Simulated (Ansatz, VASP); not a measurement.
**B: VASP beside Ansatz**

The input INCAR:

```
SYSTEM = B
PREC     = Accurate       ! precision mode
ENCUT    = 600            ! plane-wave cutoff, eV
EDIFF    = 1E-6           ! SCF threshold, eV
ISMEAR   = -1             ! smearing method
SIGMA    = 0.05           ! smearing width, eV
LREAL    = .False.        ! projectors in reciprocal space
LASPH    = .True.         ! aspherical terms in the spheres
NELM     = 80             ! most SCF steps
ALGO     = Normal         ! electronic algorithm
ISIF     = 3              ! what is computed and relaxed
LWAVE    = .False.        ! write WAVECAR
LCHARG   = .False.        ! write CHGCAR
GGA      = PE             ! functional
IBRION   = 2              ! ionic algorithm
NSW      = 60             ! ionic steps
EDIFFG   = -0.005         ! ionic threshold
```

File KPOINTS:

```
regular mesh
0
Gamma
  21 21 21
  0 0 0
```

POSCAR

```
B
1.0
   -1.8257976008      1.8257976008      1.0041886805
    1.8257976008     -1.8257976008      1.0041886805
    1.8257976008      1.8257976008     -1.0041886805
B
2
Direct
   -0.3750000000     -0.1250000000     -0.2500000000
    0.3750000000      0.1250000000      0.2500000000
```

Input for Ansatz:

```yaml
crystal:
  lattice:
    - [-1.8257976008, 1.8257976008, 1.0041886805]
    - [1.8257976008, -1.8257976008, 1.0041886805]
    - [1.8257976008, 1.8257976008, -1.0041886805]
  atoms:
    - { symbol: B, position: [-0.375, -0.125, -0.25] }
    - { symbol: B, position: [0.375, 0.125, 0.25] }
kpoints:
  mp_grid: { grid: [21, 21, 21] }
scf:
  occupations: { method: fermi_dirac, width: 0.05 }
hamiltonian:
  xc: pbe
  pseudopotentials: { kind: paw }
output:
  forces: true
  stress: true
  write_density: true
  write_potential: true
  elf: true
  volumetric_format: npy
relax:
  f_tol: 0.005
  max_steps: 40
  cell: {}
```

Alike in both runs: task relaxation of cell and atoms; functional PBE; k mesh 21 × 21 × 21; occupations fermi-dirac, width 0.05 eV; no spin polarisation.

```csv
,VASP,Ansatz
version,VASP 6.6.1,Ansatz 0.2.0
potentials or method,"VASP PAW PBE potentials, release 64 (B)","PAW with Ansatz's default frozen-core files, scalar-relativistic"
plane-wave cutoff (eV),600,420
valence electrons in the cell,6,6
```

Ansatz gave:

| Item | Value |
| --- | --- |
| relaxed volume (Å³/atom) | 7.99 |
| relaxed length of the cell vector where the two differ most in proportion (Å) | 3.263 |

Which values does VASP return?

Relaxed volume (Å³/atom): 7.98; relaxed length of the cell vector where the two differ most in proportion (Å): 3.261.

Noted on VASP's run: the volume moved by over 15 % at a fixed basis, so the end points are rough.
